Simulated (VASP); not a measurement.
The system is CoO.

```
Co O
1.0
    -1.50800    1.50800    2.10725
     1.50800   -1.50800    2.10725
     1.50800    1.50800   -2.10725
Co O
1 1
Direct
  0.00000 0.00000 0.00000
  0.50000 0.50000 0.00000
```

Base run:

```yaml
Program: VASP 6.6.1
Functional: PBE
Potentials_or_basis: VASP PAW PBE potentials, release 64 (Co_sv, O)
Cutoff: 600 eV
k_mesh: 10 × 10 × 10
Occupations: fermi-dirac, width 0.05 eV
Spin: collinear spin, ferromagnetic start
Starting_moments: "[1.0, 0.0] μB"
Fixed_moment: 1 μB
```

Its results: pressure -16.2 GPa; site moments Co +0.99; O -0.04 μB.

The run is repeated on the same cell with these changes: potentials or basis from VASP PAW PBE potentials, release 64 (Co_sv, O) to VASP PAW PBE potentials, release 64 (Co, O); cutoff from 600 eV to 520 eV; further incar settings from ALGO = Normal; EDIFF = 1e-06; NBANDS = 22 to ALGO = Normal; EDIFF = 1e-07; NBANDS = 18; valence electrons from 23 to 15. What comes out?

Pressure -14.0 GPa; site moments Co +1.02; O -0.03 μB.

Caveats: the total moment is fixed, so each spin has its own Fermi level; a cell with one magnetic atom can't hold antiferromagnetic order, which such compounds often take.
